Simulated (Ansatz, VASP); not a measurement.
**TaS2: VASP beside Ansatz**

Contents of INCAR:

```
  ALGO = Normal
  DIPOL = 0.5 0.5 0.500
  EDIFF = 1E-6
  ENCUT = 400
  GGA = PE
  GGA_COMPAT = False
  IDIPOL = 3
  ISIF = 2
  ISMEAR = 0
  LASPH = True
  LCHARG = False
  LDIPOL = True
  LREAL = False
  LWAVE = False
  NBANDS = 18
  NELM = 120
  NELMDL = -8
  PREC = Accurate
  SIGMA = 0.05
```

The input KPOINTS:

```
k-points
0
Gamma
  12 12 1
```

Contents of POSCAR:

```
TaS2
1.0
    3.3806003760      0.0000000000      0.0000000000
   -1.6903001880      2.9276858060      0.0000000000
    0.0000000000      0.0000000000     19.0618362920
S Ta
2 1
Direct
    0.6666666667      0.3333333333      0.4196867436
    0.3333333333      0.6666666667      0.5803132564
    0.0000000000      0.0000000000      0.5000000000
```

Input for Ansatz:

```yaml
crystal:
  lattice:
    - [3.380600376, 0.0, 0.0]
    - [-1.690300188, 2.927685806, 0.0]
    - [0.0, 0.0, 19.061836292]
  atoms:
    - { symbol: S, position: [0.6666666667, 0.3333333333, 0.4196867436] }
    - { symbol: Ta, position: [0.0, 0.0, 0.5] }
    - { symbol: S, position: [0.3333333333, 0.6666666667, 0.5803132564] }
basis:
  ecutwfc: 420
kpoints:
  mp_grid: { grid: [12, 12, 1] }
  band_path:
    path:
      - [0.0, 0.0, 0.0]
      - [0.01397867, 0.0, 0.0]
      - [0.48602133, 0.0, 0.0]
      - [0.055555556, 0.0, 0.0]
      - [0.111111111, 0.0, 0.0]
      - [0.166666667, 0.0, 0.0]
      - [0.222222222, 0.0, 0.0]
      - [0.277777778, 0.0, 0.0]
      - [0.333333333, 0.0, 0.0]
      - [0.388888889, 0.0, 0.0]
      - [0.444444444, 0.0, 0.0]
      - [0.5, 0.0, 0.0]
      - [0.491929411, 0.016141178, 0.0]
      - [0.341403922, 0.317192156, 0.0]
      - [0.481481481, 0.037037037, 0.0]
      - [0.462962963, 0.074074074, 0.0]
      - [0.444444444, 0.111111111, 0.0]
      - [0.425925926, 0.148148148, 0.0]
      - [0.407407407, 0.185185185, 0.0]
      - [0.388888889, 0.222222222, 0.0]
      - [0.37037037, 0.259259259, 0.0]
      - [0.351851852, 0.296296296, 0.0]
      - [0.333333333, 0.333333333, 0.0]
      - [0.325262744, 0.325262744, 0.0]
      - [0.008070589, 0.008070589, 0.0]
      - [0.296296296, 0.296296296, 0.0]
      - [0.259259259, 0.259259259, 0.0]
      - [0.222222222, 0.222222222, 0.0]
      - [0.185185185, 0.185185185, 0.0]
      - [0.148148148, 0.148148148, 0.0]
      - [0.111111111, 0.111111111, 0.0]
      - [0.074074074, 0.074074074, 0.0]
      - [0.037037037, 0.037037037, 0.0]
    npoints: 1
scf:
  occupations: { method: gaussian, width: 0.05 }
  n_extra_bands: 6
hamiltonian:
  xc: pbe
  pseudopotentials: { kind: paw, azcp: { folder: soft_1 } }
output:
  eigenvalues: true
  forces: true
  stress: true
efield:
  axis: 3
  dipole_correction: true
```

Alike in both runs: task single point; functional PBE; k mesh 12 × 12 × 1; occupations gaussian, width 0.05 eV; no spin polarisation.

|  | VASP | Ansatz |
| --- | --- | --- |
| version | VASP 6.6.1 | Ansatz 0.2.0 |
| potentials or method | VASP PAW PBE potentials, release 64 (S, Ta_pv), cutoff 400 eV | plane-wave PAW, scalar-relativistic |
| valence electrons in the cell | 23 | 25 |

|  | VASP | Ansatz | Ansatz less VASP |
| --- | --- | --- | --- |
| rms of the force components (eV/Å) | 0.005 | 0.000 | -0.0048 |

With one functional, cell and mesh, what is left measures potentials, basis and numerics. VASP's potentials hold 23 valence electrons a cell and Ansatz's 25, so a difference there can come from the potentials and not from the codes.

Spin-orbit coupling is off throughout.
